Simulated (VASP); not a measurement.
Set up this calculation in VASP 6.6.1, as the native input.

```
Task                   : relaxation of cell and atoms
Functional             : PBEsol
Potentials or basis    : VASP PAW PBE potentials, release 64 (Sn_d)
Cutoff                 : 600 eV
k mesh                 : 12 × 12 × 12
Occupations            : gaussian, width 0.1 eV
Spin                   : no spin polarisation
Target pressure        : 5 GPa
Dipole correction      : no
Further INCAR settings : ALGO = Normal; EDIFF = 1e-06; IBRION = 2; EDIFFG = -0.008; NSW = 70; ISIF = 3
```

The structure of Sn lies in POSCAR:

```
Sn
1.0
    0.0000000000      3.1616670207      3.1616670207
    3.1616670207      0.0000000000      3.1616670207
    3.1616670207      3.1616670207      0.0000000000
Sn
2
Direct
    0.0000000000      0.0000000000      0.0000000000
    0.2500000000      0.2500000000      0.2500000000
```

The input as run:

INCAR

```
SYSTEM = Sn
ALGO = Normal ; EDIFF = 1E-6
EDIFFG = -0.008 ; ENCUT = 600
GGA = PS ; IBRION = 2
ISIF = 3 ; ISMEAR = 0
LASPH = .True. ; LCHARG = .False.
LREAL = .False. ; LWAVE = .False.
NELM = 60 ; NSW = 70
PREC = Accurate ; PSTRESS = 50.0
SIGMA = 0.1
```

KPOINTS

```
k-points
0
Gamma
  12 12 12
  0 0 0
```

Potentials or basis: VASP PAW PBE potentials, release 64 (Sn_d).

Run with:

```sh
$ cat potpaw_PBE.64/Sn_d/POTCAR > POTCAR
$ mpirun -np 1 vasp_std > vasp.out
```

Results of the run:

| Item | Value |
| --- | --- |
| Relaxed volume | 31.76 Å³/atom |
| Relaxed cell | a = 4.479 Å, b = 4.479 Å, c = 4.479 Å, α = 60.00°, β = 60.00°, γ = 60.00° |
| Space group after relaxing (to 0.05 Å) | Fd-3m (No. 227) |
| Energy change on relaxing (the enthalpy is what falls) | -5.1 meV/atom |
| Ionic steps | 3 |
| Pressure after relaxing | 5.0 GPa |
| Band gap on the k mesh | zero (filled and empty bands touch) |

Caveat: the cell is relaxed towards a set pressure, so the enthalpy falls and the energy may rise; the PAW data sets were made with another functional, which shifts forces and pressure a little; spin-orbit coupling is left out, which moves the levels of the heavy elements.

Wall time 3 min on 1 thread of Intel(R) Xeon(R) Platinum 8488C (Sapphire Rapids) (shared host), peak memory 0.25 GiB.
